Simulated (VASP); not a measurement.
# CdS (R3m) in VASP: a series of runs

CdS is run at these levels: PBE; tasks: single point.

All numbers are computed with VASP 6.6.1; they aren't measurements. Logs are shortened: lines on timing, memory, paths and dates and some standing lists are left out, and cuts for length are marked.

### 1 The cell of the first run

Symmetry: R3m, No. 160, trigonal system. The conventional cell has a = 4.111 Å, b = 4.111 Å, c = 10.170 Å, α = 90.00°, β = 90.00°, γ = 120.00°. Within 3.3 Å of Cd (site symmetry 3m) lie 4 S at 2.52 to 2.54 Å. S (site symmetry 3m) has 4 Cd at 2.52 to 2.54 Å within 3.3 Å.

### 2 Single point, PBE

Input file INCAR:

```
SYSTEM = CdS
ALGO = Normal
EDIFF = 1E-6
ENCUT = 500
GGA = PE
GGA_COMPAT = .False.
ISIF = 2
ISMEAR = 0
LASPH = .True.
LCHARG = .True.
LELF = .True.
LREAL = .False.
LVHAR = .True.
LWAVE = .False.
NBANDS = 16
NELM = 120
PREC = Accurate
SIGMA = 0.02
```

Input file KPOINTS:

```
k-points
0
Gamma
  6 6 6
  0 0 0
```

Input file POSCAR:

```
CdS
1.0
    0.0194433333      2.9262216667      2.9262216667
    2.9262216667      0.0194433333      2.9262216667
    2.9262216667      2.9262216667      0.0194433333
Cd S
1 1
Direct
    0.0000000000      0.0000000000      0.0000000000
    0.2500000000      0.2500000000      0.2500000000
```

Potentials or basis: VASP PAW PBE potentials, release 64 (Cd, S).

On the command line:

```console
$ cat potpaw_PBE.64/Cd/POTCAR potpaw_PBE.64/S/POTCAR > POTCAR
$ mpirun -np 1 vasp_std > vasp.out
```

OUTCAR:

```text
SYSTEM = CdS
   EDIFF = 1E-6
   ENCUT = 500
   GGA = PE
   ISIF = 2
   ISMEAR = 0
   LASPH = .True.
   LREAL = .False.
   NELM = 120
   PREC = Accurate

 ion  position               nearest neighbor table
   1  0.000  0.000  0.000-   2 2.52   2 2.52   2 2.52   2 2.54
   2  0.250  0.250  0.250-   1 2.52   1 2.52   1 2.52   1 2.54

  LATTYP: Found a trigonal (rhomboedric) cell.
 ALAT       =     4.1383480434
 COS(alpha) =     0.5066333344

  Lattice vectors:

 A1 = (   0.0194433333,   2.9262216667,   2.9262216667)
 A2 = (   2.9262216667,   0.0194433333,   2.9262216667)
 A3 = (   2.9262216667,   2.9262216667,   0.0194433333)

Analysis of symmetry for initial positions (statically):
=====================================================================
 Subroutine PRICEL returns:
 Original cell was already a primitive cell.

 Routine SETGRP: Setting up the symmetry group for a
 trigonal (rhombohedral) supercell.

 Subroutine GETGRP returns: Found  6 space group operations
 (whereof  6 operations were pure point group operations)
 out of a pool of 12 trial point group operations.

The static configuration has the point symmetry C_3v.

Analysis of symmetry for dynamics (positions and initial velocities):
=====================================================================
 Subroutine PRICEL returns:
 Original cell was already a primitive cell.

 Routine SETGRP: Setting up the symmetry group for a
 trigonal (rhombohedral) supercell.

 Subroutine GETGRP returns: Found  6 space group operations
 (whereof  6 operations were pure point group operations)
 out of a pool of 12 trial point group operations.

The dynamic configuration has the point symmetry C_3v.

 Subroutine INISYM returns: Found  6 space group operations
 (whereof  6 operations are pure point group operations),
 and found     1 'primitive' translations

----------------------------------------------------------------------------------------

                                     Primitive cell

  volume of cell :      49.6137

  direct lattice vectors                    reciprocal lattice vectors
     0.019443333  2.926221667  2.926221667    -0.172581316  0.171442165  0.171442165
     2.926221667  0.019443333  2.926221667     0.171442165 -0.172581316  0.171442165
     2.926221667  2.926221667  0.019443333     0.171442165  0.171442165 -0.172581316

  length of vectors
     4.138348043  4.138348043  4.138348043     0.297605683  0.297605683  0.297605683

  position of ions in fractional coordinates (direct lattice)
     0.000000000  0.000000000  0.000000000
     0.250000000  0.250000000  0.250000000

  ion indices of the primitive-cell ions
   primitive index   ion index
                 1           1
                 2           2

----------------------------------------------------------------------------------------

 KPOINTS: k-points

Automatic generation of k-mesh.
 Grid dimensions read from file:
 generate k-points for:    6    6    6

 Generating k-lattice:

  Cartesian coordinates                     Fractional coordinates (reciprocal lattice)
    -0.028763553  0.028573694  0.028573694     0.166666667  0.000000000  0.000000000
     0.028573694 -0.028763553  0.028573694     0.000000000  0.166666667  0.000000000
     0.028573694  0.028573694 -0.028763553     0.000000000  0.000000000  0.166666667

  Length of vectors
     0.049600947  0.049600947  0.049600947

  Shift w.r.t. Gamma in fractional coordinates (k-lattice)
     0.000000000  0.000000000  0.000000000

 Subroutine IBZKPT returns following result:
 ===========================================

 Found     32 irreducible k-points:

 Following reciprocal coordinates:
            Coordinates               Weight
  0.000000  0.000000  0.000000      1.000000
  0.166667  0.000000 -0.000000      6.000000
  0.333333 -0.000000 -0.000000      6.000000
  0.500000 -0.000000 -0.000000      3.000000
  0.166667  0.166667 -0.000000      6.000000
  0.333333  0.166667 -0.000000     12.000000
[... 16 lines left out ...]
  0.500000  0.500000  0.166667      6.000000
 -0.333333  0.500000  0.166667     12.000000
 [... further k-points ...]
   k-points           NKPTS =     32   k-points in BZ     NKDIM =     32   number of bands    NBANDS=     16
   number of dos      NEDOS =    301   number of ions     NIONS =      2
   total plane-waves  NPLWV =  27000
   dimension x,y,z NGX =    30 NGY =   30 NGZ =   30
   dimension x,y,z NGXF=    60 NGYF=   60 NGZF=   60
   ions per type =               1   1
   NGX,Y,Z   is equivalent  to a cutoff of  12.05, 12.05, 12.05 a.u.
   NGXF,Y,Z  is equivalent  to a cutoff of  24.10, 24.10, 24.10 a.u.
 SYSTEM =  CdS
   PREC   = accura    normal or accurate (medium, high low for compatibility)
   ISTART =      0    job   : 0-new  1-cont  2-samecut
   ICHARG =      2    charge: 1-file 2-atom 10-const
   ISPIN  =      1    spin polarized calculation?
   LNONCOLLINEAR =      F non collinear calculations
   LSORBIT =      F    spin-orbit coupling
   LASPH  =      T    aspherical Exc in radial PAW
   ENCUT  =  500.0 eV  36.75 Ry    6.06 a.u.   7.55  7.55  7.55*2*pi/ulx,y,z
   NELM   =    120;   NELMIN=  2; NELMDL= -5     # of ELM steps
   EDIFF  = 0.1E-05   stopping-criterion for ELM
   LREAL  =      F    real-space projection
   EDIFFG = 0.1E-04   stopping-criterion for IOM
   NSW    =      0    number of steps for IOM
   IBRION =     -1    ionic relax: 0-MD 1-quasi-New 2-CG
   NFREE  =      0    steps in history (QN), initial steepest desc. (CG)
   ISIF   =      2    stress and relaxation
   ISYM   =      2    0-nonsym 1-usesym 2-fastsym
   POTIM  = 0.5000    time-step for ionic-motion
   TEBEG  =    0.0;   TEEND  =   0.0 temperature during run
   PSTRESS=    0.0 pullay stress
   NELECT =      18.0000    total number of electrons
   NUPDOWN=      -1.0000    fix difference up-down
   EMIN   =  10.00;   EMAX   =-10.00  energy-range for DOS
   EFERMI =   0.00;   METHOD = LEGACY
   ISMEAR =     0;   SIGMA  =   0.02  broadening in eV -4-tet -1-fermi 0-gaus
   EFERMI_NEDOS =   21; number of points for ismear=-14 and -15
   IALGO  =     38    algorithm
   IMIX   =      4    mixing-type and parameters
     AMIX     =   0.40;   BMIX     =  1.00
     AMIX_MAG =   1.60;   BMIX_MAG =  1.00
  volume/ion in A,a.u.               =      24.81       167.40
  Fermi-wavevector in a.u.,A,eV,Ry     =   1.167612  2.206466 18.549060  1.363317
  Thomas-Fermi vector in A             =   2.304110
   LORBIT       =      0    0 simple, 1 ext, 2 COOP (PROOUT), +10 PAW based schemes
   GGA     = PE    functional components
   LHFCALC =     F    Hartree Fock is set to
   AEXX    =    0.0000 exact exchange contribution
   IVDW    =     0    specifies the selected vdW correction
   LEPSILON=     F    determine dielectric tensor
   LRPA    =     F    only Hartree local field effects (RPA)
 non-spin polarized calculation
 Gauss-broadening in eV      SIGMA  =   0.02
  energy-cutoff  :      500.00
  volume of cell :       49.61
 maximum number of plane-waves:      1281
   NGX = 15   NGY = 15   NGZ = 15

 number of electron      18.0000002 magnetization

 Free energy of the ion-electron system (eV)
  ---------------------------------------------------
  ext. energy  EPLUGINS =         0.00000000
  ---------------------------------------------------
  free energy    TOTEN  =        -6.11781238 eV

  energy without entropy =       -6.11781238  energy(sigma->0) =       -6.11781238

 E-fermi :   1.4452     XC(G=0):  -9.1489

 val. band max:        1.3274385925   @ k =   0.0000   0.0000   0.0000
 cond. band min:       2.4653295219   @ k =   0.0000   0.0000   0.0000
 fundamental gap:      1.1378909294
 Fermi energy:         1.4452468516

 k-point     1 :       0.0000    0.0000    0.0000
  band No.  band energies     occupation
      1     -11.0532      2.00000
      2      -6.4175      2.00000
      3      -6.4175      2.00000
      4      -6.4062      2.00000
      5      -5.9339      2.00000
      6      -5.9339      2.00000
[... 8 lines left out ...]
     15      12.7972      0.00000
     16      12.7972      0.00000

 k-point     2 :       0.1667    0.0000   -0.0000
  band No.  band energies     occupation
      1     -10.9462      2.00000
      2      -6.3785      2.00000
      3      -6.3699      2.00000
      4      -6.3161      2.00000
      5      -5.9352      2.00000
      6      -5.9345      2.00000
[... 8 lines left out ...]
     15      12.0245      0.00000
     16      13.1533      0.00000

 k-point     3 :       0.3333   -0.0000   -0.0000
  band No.  band energies     occupation
      1     -10.7314      2.00000
      2      -6.3148      2.00000
      3      -6.3085      2.00000
      4      -5.9438      2.00000
      5      -5.9176      2.00000
      6      -5.9164      2.00000
[... 8 lines left out ...]
     15      12.3796      0.00000
     16      12.4729      0.00000

 k-point     4 :       0.5000   -0.0000   -0.0000
  band No.  band energies     occupation
      1     -10.6248      2.00000
      2      -6.2928      2.00000
      3      -6.2880      2.00000
      4      -5.8968      2.00000
      5      -5.8946      2.00000
      6      -5.5501      2.00000
[... 8 lines left out ...]
     15      13.8071      0.00000
     16      13.9320      0.00000

 k-point     5 :       0.1667    0.1667   -0.0000
  band No.  band energies     occupation
      1     -10.9121      2.00000
      2      -6.3416      2.00000
      3      -6.3390      2.00000
      4      -6.3283      2.00000
      5      -5.9584      2.00000
      6      -5.9122      2.00000
[... 8 lines left out ...]
     15      12.9732      0.00000
     16      14.7390      0.00000

 k-point     6 :       0.3333    0.1667   -0.0000
  band No.  band energies     occupation
      1     -10.7348      2.00000
      2      -6.2989      2.00000
      3      -6.2584      2.00000
      4      -6.1081      2.00000
      5      -5.9099      2.00000
      6      -5.8925      2.00000
[... 8 lines left out ...]
     15      13.1708      0.00000
     16      14.3265      0.00000

 k-point     7 :       0.5000    0.1667   -0.0000
  band No.  band energies     occupation
      1     -10.5938      2.00000
      2      -6.2708      2.00000
      3      -6.2300      2.00000
      4      -5.9647      2.00000
      5      -5.8901      2.00000
      6      -5.5341      2.00000
[... 8 lines left out ...]
     15      13.8942      0.00000
     16      14.2198      0.00000

 k-point     8 :      -0.3333    0.1667   -0.0000
  band No.  band energies     occupation
      1     -10.6274      2.00000
      2      -6.2707      2.00000
      3      -6.2548      2.00000
      4      -5.9383      2.00000
      5      -5.9323      2.00000
      6      -5.6538      2.00000
[... 8 lines left out ...]
     15      13.4629      0.00000
     16      14.2773      0.00000

 k-point     9 :      -0.1667    0.1667    0.0000
  band No.  band energies     occupation
      1     -10.8032      2.00000
      2      -6.3277      2.00000
      3      -6.3055      2.00000
      4      -6.1501      2.00000
      5      -5.9546      2.00000
      6      -5.8973      2.00000
[... 8 lines left out ...]
     15      12.6793      0.00000
     16      14.7132      0.00000
[... 172 lines left out ...]
 k-point    19 :       0.3333    0.3333    0.1667
  band No.  band energies     occupation
      1     -10.7394      2.00000
      2      -6.3022      2.00000
      3      -6.2714      2.00000
      4      -6.1023      2.00000
      5      -5.9087      2.00000
      6      -5.8926      2.00000
[... 8 lines left out ...]
     15      13.2061      0.00000
     16      14.3729      0.00000

 k-point    20 :       0.5000    0.3333    0.1667
  band No.  band energies     occupation
      1     -10.6000      2.00000
      2      -6.2291      2.00000
      3      -6.2173      2.00000
      4      -6.0303      2.00000
      5      -5.8943      2.00000
      6      -5.6452      2.00000
[... 8 lines left out ...]
     15      14.2749      0.00000
     16      14.5401      0.00000

 k-point    21 :      -0.3333    0.3333    0.1667
  band No.  band energies     occupation
      1     -10.5298      2.00000
      2      -6.2196      2.00000
      3      -6.1778      2.00000
      4      -5.9741      2.00000
      5      -5.9151      2.00000
      6      -5.3759      2.00000
[... 8 lines left out ...]
     15      13.8240      0.00000
     16      14.7083      0.00000

 k-point    22 :      -0.1667    0.3333    0.1667
  band No.  band energies     occupation
      1     -10.5954      2.00000
      2      -6.2236      2.00000
      3      -6.2124      2.00000
      4      -6.0309      2.00000
      5      -5.8940      2.00000
      6      -5.6403      2.00000
[... 8 lines left out ...]
     15      14.3889      0.00000
     16      14.5666      0.00000

 k-point    23 :       0.5000    0.5000    0.1667
  band No.  band energies     occupation
      1     -10.5325      2.00000
      2      -6.2071      2.00000
      3      -6.1259      2.00000
      4      -6.0646      2.00000
      5      -5.8685      2.00000
      6      -5.5084      2.00000
[... 8 lines left out ...]
     15      13.9884      0.00000
     16      14.9458      0.00000

 k-point    24 :      -0.3333    0.5000    0.1667
  band No.  band energies     occupation
      1     -10.4977      2.00000
      2      -6.1858      2.00000
      3      -6.1406      2.00000
      4      -6.0115      2.00000
      5      -5.8918      2.00000
      6      -5.3467      2.00000
[... 8 lines left out ...]
     15      14.5024      0.00000
     16      14.6391      0.00000

 [... further k-points ...]

------------------------ aborting loop because EDIFF is reached ----------------------------------------

  FORCE on cell =-STRESS in cart. coord.  units (eV):
  Direction    XX          YY          ZZ          XY          YZ          ZX
  --------------------------------------------------------------------------------------
  -------------------------------------------------------------------------------------
  Total        0.9969527      0.9969527      0.9969527     -0.1135482     -0.1135482     -0.1135482
  in kB       32.1946438     32.1946438     32.1946438     -3.6668183     -3.6668183     -3.6668183
  external PRESSURE =      32.1946438 kB  Pullay stress =       0.0000000 kB

 VOLUME and BASIS-vectors are now :
 -----------------------------------------------------------------------------
  energy-cutoff  :      500.00
  volume of cell :       49.61
      direct lattice vectors                 reciprocal lattice vectors
     0.019443333  2.926221667  2.926221667    -0.172581316  0.171442165  0.171442165
     2.926221667  0.019443333  2.926221667     0.171442165 -0.172581316  0.171442165
     2.926221667  2.926221667  0.019443333     0.171442165  0.171442165 -0.172581316

 POSITION                                       TOTAL-FORCE (eV/Angst)
 -----------------------------------------------------------------------------------
      0.00000      0.00000      0.00000         0.046479      0.046479      0.046479
      1.46797      1.46797      1.46797        -0.046479     -0.046479     -0.046479
 -----------------------------------------------------------------------------------
    total drift:                               -0.000154     -0.000154     -0.000154

  FREE ENERGIE OF THE ION-ELECTRON SYSTEM (eV)
  ---------------------------------------------------
  free  energy   TOTEN  =        -6.1178123758 eV

  energy  without entropy=       -6.1178123758  energy(sigma->0) =       -6.11781238
```

Run time: 14 s. Hardware: 1 thread of Intel Xeon 6975P-C (Granite Rapids), shared host; peak memory 0.17 GiB.

What came out:

- Free energy: -6.1178 eV
- Pressure: 3.2 GPa
- Largest force: 0.081 eV/Å
- Band gap on the k mesh: 1.14 eV

Forces on the atoms (eV/Å):
```
Cd   0.046  0.046  0.046
S   -0.046 -0.046 -0.046
```

Stress tensor (GPa, compression positive):
```
 3.22 -0.37 -0.37
-0.37  3.22 -0.37
-0.37 -0.37  3.22
```

Caveat: the cell stands under pressure.

### 3 Single point, PBE

Input file INCAR:

```
SYSTEM = CdS
PREC     = Accurate       ! precision mode
ENCUT    = 500            ! plane-wave cutoff, eV
EDIFF    = 1E-6           ! SCF threshold, eV
ISMEAR   = 0              ! smearing method
SIGMA    = 0.02           ! smearing width, eV
LREAL    = .False.        ! projectors in reciprocal space
LASPH    = .True.         ! aspherical terms in the spheres
NELM     = 120            ! most SCF steps
ALGO     = Normal         ! electronic algorithm
ISIF     = 2              ! what is computed and relaxed
LWAVE    = .False.        ! write WAVECAR
LCHARG   = .False.        ! write CHGCAR
GGA      = PE             ! functional
NBANDS   = 16             ! bands
GGA_COMPAT= .False.
```

Input file KPOINTS:

```
Automatic mesh
0
Gamma
  6 6 6
  0 0 0
```

Input file POSCAR:

```
CdS
1.0
    0.0291650000      2.9310825000      2.9310825000
    2.9310825000      0.0291650000      2.9310825000
    2.9310825000      2.9310825000      0.0291650000
Cd S
1 1
Direct
    0.0000000000      0.0000000000      0.0000000000
    0.2500000000      0.2500000000      0.2500000000
```

Potentials or basis: VASP PAW PBE potentials, release 64 (Cd, S).

On the command line:

```console
$ cat potpaw_PBE.64/Cd/POTCAR potpaw_PBE.64/S/POTCAR > POTCAR
$ mpirun -np 1 vasp_std > vasp.out
```

Wall time 15 s (1 thread of Intel Xeon 6975P-C (Granite Rapids), shared host); peak memory 0.17 GiB.

Results (log left out):

- Free energy: -6.1164 eV
- Pressure: 3.2 GPa
- Largest force: 0.119 eV/Å
- Band gap on the k mesh: 1.13 eV

Forces on the atoms (eV/Å):
```
Cd   0.069  0.069  0.069
S   -0.069 -0.069 -0.069
```

Stress tensor (GPa, compression positive):
```
 3.23 -0.55 -0.55
-0.55  3.23 -0.55
-0.55 -0.55  3.23
```

Levels at points of the mesh, in eV from the valence-band top:
| k point | band 5 | band 6 | band 7 | band 8 | band 9 | band 10 | band 11 | band 12 | band 13 | band 14 |
| --- | --- | --- | --- | --- | --- | --- | --- | --- | --- | --- |
| (0.00, 0.00, 0.00) | -7.27 | -7.27 | -0.05 | 0.00 | 0.00 | 1.13 | 6.40 | 6.60 | 6.60 | 11.42 |
| (0.50, 0.00, 0.00) | -7.23 | -6.88 | -4.42 | -0.79 | -0.78 | 2.98 | 6.92 | 7.03 | 7.49 | 11.06 |
| (0.50, 0.50, 0.00) | -7.18 | -6.82 | -3.97 | -1.93 | -1.86 | 3.53 | 4.34 | 9.21 | 10.74 | 10.79 |
| (0.50, 0.50, 0.50) | -7.23 | -6.90 | -4.41 | -0.72 | -0.72 | 3.06 | 7.06 | 7.06 | 7.39 | 11.13 |

Caveat: the cell stands under pressure.
